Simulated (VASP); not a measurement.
Wanted: the native input for a VASP 6.6.1 run.

```
Task                   : single point
Functional             : PBE
Potentials or basis    : VASP PAW PBE potentials, release 64 (Pr, Be, Si)
Cutoff                 : 600 eV
k mesh                 : 5 × 5 × 3
Occupations            : gaussian, width 0.2 eV
Spin                   : no spin polarisation
Dipole correction      : no
Further INCAR settings : ALGO = Normal; EDIFF = 1e-06; NBANDS = 20
```

The structure of PrBe3Si lies in POSCAR:

```
PrBe3Si
1.0
    4.5822329028      0.0000000000      0.0000000000
   -2.2911164514      3.9683300999      0.0000000000
    0.0000000000      0.0000000000      7.4322837474
Pr Be Si
1 3 1
Direct
    0.6666666667      0.3333333333      0.5000000000
    0.6666666667      0.3333333333      0.1316193260
    0.6666666667      0.3333333333      0.8683806740
    0.0000000000      0.0000000000      0.0000000000
    0.0000000000      0.0000000000      0.5000000000
```

These files were run (other wordings do the same):

INCAR

```
  PREC = Accurate
  ENCUT = 600
  EDIFF = 1E-6
  ISMEAR = 0
  SIGMA = 0.2
  LREAL = F
  LASPH = T
  NELM = 200
  ALGO = Normal
  ISIF = 2
  LWAVE = F
  LCHARG = F
  GGA = PE
  NBANDS = 20
  GGA_COMPAT = F
  LMAXMIX = 6
```

KPOINTS

```
Automatic mesh
0
Gamma
  5 5 3
```

Potentials or basis: VASP PAW PBE potentials, release 64 (Pr, Be, Si).

Command:

```console
$ cat potpaw_PBE.64/Pr/POTCAR potpaw_PBE.64/Be/POTCAR potpaw_PBE.64/Si/POTCAR > POTCAR
$ mpirun -np 1 vasp_std > vasp.out
```

Results of the run:

```json
{"Pressure": "-1.7 GPa", "Largest force": "0.062 eV/Å"}
```

Run time: 110 s on 1 thread of Intel Xeon 8259CL, on a shared host, peak memory 0.31 GiB.
